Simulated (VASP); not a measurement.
# ZnS (F-43m) in VASP: notebook

ZnS is run at these levels: r2SCAN50; tasks: single point.

All numbers are computed with VASP 6.6.1; they aren't measurements. Logs are shortened: lines on timing, memory, paths and dates and some standing lists are left out, and cuts for length are marked.

**What was measured.**

From “Electronic, vibrational, and thermodynamic properties of ZnS (zincblende and rocksalt structure)”, 2009, arxiv:0911.5022, for a bulk crystal of ZnS at 19 K: band gap 3.85 eV (direct).

How close the calculation comes is told below.

### 1 The cell of the first run

The structure is cubic, space group F-43m (No. 216). Conventional cell: a = 5.294 Å, b = 5.294 Å, c = 5.294 Å, α = 90.00°, β = 90.00°, γ = 90.00°. Within 3.0 Å of Zn (site symmetry -43m) lie 4 S at 2.29 Å. Within 3.0 Å of S (site symmetry -43m) lie 4 Zn at 2.29 Å.

### 2 Single point, r2SCAN50

File POSCAR:

```
ZnS
1.0
    0.0000000000      2.6468416657      2.6468416657
    2.6468416657      0.0000000000      2.6468416657
    2.6468416657      2.6468416657      0.0000000000
Zn S
1 1
Direct
    0.7500000000      0.7500000000      0.7500000000
    0.0000000000      0.0000000000      0.0000000000
```

File INCAR.step1:

```
PREC = Accurate
ENCUT = 520
EDIFF = 1E-5
ISMEAR = -1
SIGMA = 0.05
LREAL = F
LASPH = T
NELM = 60
ALGO = Normal
ISIF = 2
LWAVE = T
LCHARG = F
GGA = PE
NBANDS = 16
```

File INCAR.step2:

```
PREC = Accurate
ENCUT = 520
EDIFF = 1E-6
ISMEAR = -1
SIGMA = 0.05
LREAL = F
LASPH = T
NELM = 60
ALGO = Normal
ISIF = 2
LWAVE = F
LCHARG = F
METAGGA = R2SCAN
LHFCALC = T
AEXX = 0.5
LMIXTAU = T
PRECFOCK = Normal
ISTART = 1
NBANDS = 16
```

File KPOINTS:

```
regular mesh
0
Gamma
  5 5 5
```

Potentials or basis: VASP PAW PBE potentials, release 64 (Zn, S).

Launch:

```sh
$ cat potpaw_PBE.64/Zn/POTCAR potpaw_PBE.64/S/POTCAR > POTCAR
$ cp INCAR.step1 INCAR
$ mpirun -np 1 vasp_std > vasp.out
$ cp INCAR.step2 INCAR
$ mpirun -np 1 vasp_std > vasp.out
```

OUTCAR:

```text
PREC = Accurate
   ENCUT = 520
   EDIFF = 1E-6
   ISMEAR = -1
   LREAL = F
   LASPH = T
   NELM = 60
   ISIF = 2
   METAGGA = R2SCAN
   LHFCALC = T
   AEXX = 0.5
   PRECFOCK = Normal
   ISTART = 1

 ion  position               nearest neighbor table
   1  0.750  0.750  0.750-   2 2.29   2 2.29   2 2.29   2 2.29
   2  0.000  0.000  0.000-   1 2.29   1 2.29   1 2.29   1 2.29

  LATTYP: Found a face centered cubic cell.
 ALAT       =     5.2936833314

  Lattice vectors:

 A1 = (   0.0000000000,   2.6468416657,   2.6468416657)
 A2 = (   2.6468416657,   0.0000000000,   2.6468416657)
 A3 = (   2.6468416657,   2.6468416657,   0.0000000000)

Analysis of symmetry for initial positions (statically):
=====================================================================
 Subroutine PRICEL returns:
 Original cell was already a primitive cell.

 Routine SETGRP: Setting up the symmetry group for a
 face centered cubic supercell.

 Subroutine GETGRP returns: Found 24 space group operations
 (whereof 24 operations were pure point group operations)
 out of a pool of 48 trial point group operations.

The static configuration has the point symmetry T_d .

Analysis of symmetry for dynamics (positions and initial velocities):
=====================================================================
 Subroutine PRICEL returns:
 Original cell was already a primitive cell.

 Routine SETGRP: Setting up the symmetry group for a
 face centered cubic supercell.

 Subroutine GETGRP returns: Found 24 space group operations
 (whereof 24 operations were pure point group operations)
 out of a pool of 48 trial point group operations.

The dynamic configuration has the point symmetry T_d .

 Subroutine INISYM returns: Found 24 space group operations
 (whereof 24 operations are pure point group operations),
 and found     1 'primitive' translations

----------------------------------------------------------------------------------------

                                     Primitive cell

  volume of cell :      37.0863

  direct lattice vectors                    reciprocal lattice vectors
     0.000000000  2.646841666  2.646841666    -0.188904386  0.188904386  0.188904386
     2.646841666  0.000000000  2.646841666     0.188904386 -0.188904386  0.188904386
     2.646841666  2.646841666  0.000000000     0.188904386  0.188904386 -0.188904386

  length of vectors
     3.743199381  3.743199381  3.743199381     0.327191995  0.327191995  0.327191995

  position of ions in fractional coordinates (direct lattice)
     0.750000000  0.750000000  0.750000000
     0.000000000  0.000000000  0.000000000

  ion indices of the primitive-cell ions
   primitive index   ion index
                 1           1
                 2           2

----------------------------------------------------------------------------------------

 KPOINTS: regular mesh

Automatic generation of k-mesh.
 Grid dimensions read from file:
 generate k-points for:    5    5    5

 Generating k-lattice:

  Cartesian coordinates                     Fractional coordinates (reciprocal lattice)
    -0.037780877  0.037780877  0.037780877     0.200000000  0.000000000  0.000000000
     0.037780877 -0.037780877  0.037780877     0.000000000  0.200000000  0.000000000
     0.037780877  0.037780877 -0.037780877     0.000000000  0.000000000  0.200000000

  Length of vectors
     0.065438399  0.065438399  0.065438399

  Shift w.r.t. Gamma in fractional coordinates (k-lattice)
     0.000000000  0.000000000  0.000000000

 Subroutine IBZKPT returns following result:
 ===========================================

 Found     10 irreducible k-points:

 Following reciprocal coordinates:
            Coordinates               Weight
  0.000000  0.000000  0.000000      1.000000
  0.200000  0.000000  0.000000      8.000000
  0.400000  0.000000  0.000000      8.000000
  0.200000  0.200000  0.000000      6.000000
  0.400000  0.200000  0.000000     24.000000
 -0.400000  0.200000  0.000000     24.000000
 -0.200000  0.200000  0.000000     12.000000
  0.400000  0.400000  0.000000      6.000000
 -0.400000  0.400000  0.000000     12.000000
 -0.400000  0.400000  0.200000     24.000000
   k-points           NKPTS =     10   k-points in BZ     NKDIM =    125   number of bands    NBANDS=     16
   number of dos      NEDOS =    301   number of ions     NIONS =      2
   total plane-waves  NPLWV =  21952
   dimension x,y,z NGX =    28 NGY =   28 NGZ =   28
   dimension x,y,z NGXF=    56 NGYF=   56 NGZF=   56
   ions per type =               1   1
   NGX,Y,Z   is equivalent  to a cutoff of  12.44, 12.44, 12.44 a.u.
   NGXF,Y,Z  is equivalent  to a cutoff of  24.87, 24.87, 24.87 a.u.
 SYSTEM =  unknown system
   PREC   = accura    normal or accurate (medium, high low for compatibility)
   ISTART =      1    job   : 0-new  1-cont  2-samecut
   ICHARG =      0    charge: 1-file 2-atom 10-const
   ISPIN  =      1    spin polarized calculation?
   LNONCOLLINEAR =      F non collinear calculations
   LSORBIT =      F    spin-orbit coupling
   LASPH  =      T    aspherical Exc in radial PAW
   ENCUT  =  520.0 eV  38.22 Ry    6.18 a.u.   6.96  6.96  6.96*2*pi/ulx,y,z
   NELM   =     60;   NELMIN=  2; NELMDL=  0     # of ELM steps
   EDIFF  = 0.1E-05   stopping-criterion for ELM
   LREAL  =      F    real-space projection
   EDIFFG = 0.1E-04   stopping-criterion for IOM
   NSW    =      0    number of steps for IOM
   IBRION =     -1    ionic relax: 0-MD 1-quasi-New 2-CG
   NFREE  =      0    steps in history (QN), initial steepest desc. (CG)
   ISIF   =      2    stress and relaxation
   ISYM   =      3    0-nonsym 1-usesym 2-fastsym
   POTIM  = 0.5000    time-step for ionic-motion
   TEBEG  =    0.0;   TEEND  =   0.0 temperature during run
   PSTRESS=    0.0 pullay stress
   NELECT =      18.0000    total number of electrons
   NUPDOWN=      -1.0000    fix difference up-down
   EMIN   =  10.00;   EMAX   =-10.00  energy-range for DOS
   EFERMI =   0.00;   METHOD = LEGACY
   ISMEAR =    -1;   SIGMA  =   0.05  broadening in eV -4-tet -1-fermi 0-gaus
   EFERMI_NEDOS =   21; number of points for ismear=-14 and -15
   IALGO  =     38    algorithm
   IMIX   =      1    mixing-type and parameters
     AMIX     =   0.40;   BMIX     =  1.00
     AMIX_MAG =   1.60;   BMIX_MAG =  1.00
  volume/ion in A,a.u.               =      18.54       125.14
  Fermi-wavevector in a.u.,A,eV,Ry     =   1.286553  2.431233 22.520619  1.655219
  Thomas-Fermi vector in A             =   2.418621
   LORBIT       =      0    0 simple, 1 ext, 2 COOP (PROOUT), +10 PAW based schemes
   METAGGA = R2SCAN    functional components
   LHFCALC =     T    Hartree Fock is set to
   PRECFOCK=normal    Normal, Fast or Accurate (Low or Medium for compatibility)
   ENCUT4O =  -1.0   cutoff for four orbital integrals eV
   NKREDX  =     1    reduce k-point grid by
   NKREDY  =     1    reduce k-point grid by
   NKREDZ  =     1    reduce k-point grid by
   AEXX    =    0.5000 exact exchange contribution
   HFSCREEN=    0.0000 screening length (either q_TF or 0.3 A-1)
   HFSCREENC=   0.0000 screening length for correlation (either q_TF or 0.3 A-1)
   ENCUTFOCK=  -1.0 apply spherical cutoff to Coloumb kernel
   IVDW    =     0    specifies the selected vdW correction
   LEPSILON=     F    determine dielectric tensor
   LRPA    =     F    only Hartree local field effects (RPA)
 non-spin polarized calculation
  energy-cutoff  :      520.00
  volume of cell :       37.09
 maximum number of plane-waves:      1006
  NGX = 24; NGY = 24; NGZ = 24

 number of electron      18.0000013 magnetization

 Free energy of the ion-electron system (eV)
  ---------------------------------------------------
  ext. energy  EPLUGINS =         0.00000000
  ---------------------------------------------------
  free energy    TOTEN  =       -17.44387346 eV

  energy without entropy =      -17.44387346  energy(sigma->0) =      -17.44387346

 E-fermi :   1.4859     XC(G=0):  -5.9058

 val. band max:        0.3911375253   @ k =   0.0000   0.0000   0.0000
 cond. band min:       6.8300660023   @ k =   0.0000   0.0000   0.0000
 fundamental gap:      6.4389284770
 Fermi energy:         1.4859176608

 k-point     1 :       0.0000    0.0000    0.0000
  band No.  band energies     occupation
      1     -15.8104      2.00000
      2      -9.4724      2.00000
      3      -9.4723      2.00000
      4      -9.4723      2.00000
      5      -8.9894      2.00000
      6      -8.9894      2.00000
[... 8 lines left out ...]
     15      16.8358      0.00000
     16      17.3515      0.00000

 k-point     2 :       0.2000    0.0000    0.0000
  band No.  band energies     occupation
      1     -15.4446      2.00000
      2      -9.4238      2.00000
      3      -9.4237      2.00000
      4      -9.3816      2.00000
      5      -8.9916      2.00000
      6      -8.9916      2.00000
[... 8 lines left out ...]
     15      15.7350      0.00000
     16      17.4559      0.00000

 k-point     3 :       0.4000    0.0000    0.0000
  band No.  band energies     occupation
      1     -14.7618      2.00000
      2      -9.3624      2.00000
      3      -9.3624      2.00000
      4      -8.9728      2.00000
      5      -8.9728      2.00000
      6      -8.8995      2.00000
[... 8 lines left out ...]
     15      17.7129      0.00000
     16      17.7130      0.00000

 k-point     4 :       0.2000    0.2000    0.0000
  band No.  band energies     occupation
      1     -15.3228      2.00000
      2      -9.4230      2.00000
      3      -9.3735      2.00000
      4      -9.3735      2.00000
      5      -9.0201      2.00000
      6      -8.9649      2.00000
[... 8 lines left out ...]
     15      17.4401      0.00000
     16      20.6337      0.00000
[... 58 lines left out ...]
 k-point     8 :       0.4000    0.4000    0.0000
  band No.  band energies     occupation
      1     -14.4180      2.00000
      2      -9.3061      2.00000
      3      -9.1827      2.00000
      4      -9.1827      2.00000
      5      -8.9248      2.00000
      6      -8.7823      2.00000
[... 8 lines left out ...]
     15      18.8371      0.00000
     16      21.8170      0.00000

 k-point     9 :      -0.4000    0.4000    0.0000
  band No.  band energies     occupation
      1     -14.2591      2.00000
      2      -9.2962      2.00000
      3      -9.1789      2.00000
      4      -9.1216      2.00000
      5      -8.9458      2.00000
      6      -8.4878      2.00000
[... 8 lines left out ...]
     15      18.3479      0.00000
     16      21.4245      0.00000

 k-point    10 :      -0.4000    0.4000    0.2000
  band No.  band energies     occupation
      1     -14.3502      2.00000
      2      -9.2797      2.00000
      3      -9.2533      2.00000
      4      -9.0782      2.00000
      5      -8.9729      2.00000
      6      -8.5533      2.00000
[... 8 lines left out ...]
     15      18.9287      0.00000
     16      21.6575      0.00000

------------------------ aborting loop because EDIFF is reached ----------------------------------------

  FORCE on cell =-STRESS in cart. coord.  units (eV):
  Direction    XX          YY          ZZ          XY          YZ          ZX
  --------------------------------------------------------------------------------------
  -------------------------------------------------------------------------------------
  Total        1.1611796      1.1611796      1.1611796     -0.0000000      0.0000000     -0.0000000
  in kB       50.1644542     50.1644542     50.1644542     -0.0000000      0.0000000     -0.0000000
  external PRESSURE =      50.1644542 kB  Pullay stress =       0.0000000 kB

 VOLUME and BASIS-vectors are now :
 -----------------------------------------------------------------------------
  energy-cutoff  :      520.00
  volume of cell :       37.09
      direct lattice vectors                 reciprocal lattice vectors
     0.000000000  2.646841666  2.646841666    -0.188904386  0.188904386  0.188904386
     2.646841666  0.000000000  2.646841666     0.188904386 -0.188904386  0.188904386
     2.646841666  2.646841666  0.000000000     0.188904386  0.188904386 -0.188904386

 POSITION                                       TOTAL-FORCE (eV/Angst)
 -----------------------------------------------------------------------------------
      3.97026      3.97026      3.97026         0.000000      0.000000      0.000000
      0.00000      0.00000      0.00000        -0.000000     -0.000000     -0.000000
 -----------------------------------------------------------------------------------
    total drift:                                0.000224      0.000155      0.000080

  FREE ENERGIE OF THE ION-ELECTRON SYSTEM (eV)
  ---------------------------------------------------
  free  energy   TOTEN  =       -17.4438734606 eV

  energy  without entropy=      -17.4438734606  energy(sigma->0) =      -17.44387346
```

Run time: 20 min. Hardware: 1 thread of AMD EPYC 7R13 (Zen 3), shared host; peak memory 0.14 GiB.

Results:

```yaml
Free_energy: -17.4439 eV
Pressure: 5.0 GPa
Band_gap_on_the_k_mesh: 6.44 eV, direct
```

Levels at points of the mesh, in eV from the valence-band top:
| k point | band 6 | band 7 | band 8 | band 9 | band 10 | band 11 | band 12 | band 13 |
| --- | --- | --- | --- | --- | --- | --- | --- | --- |
| (0.00, 0.00, 0.00) | -9.38 | 0.00 | 0.00 | 0.00 | 6.44 | 10.60 | 10.60 | 10.60 |

Caveat: the PAW data sets were made with another functional, which shifts forces and pressure a little.

(Part 1 of 2 ends here.)
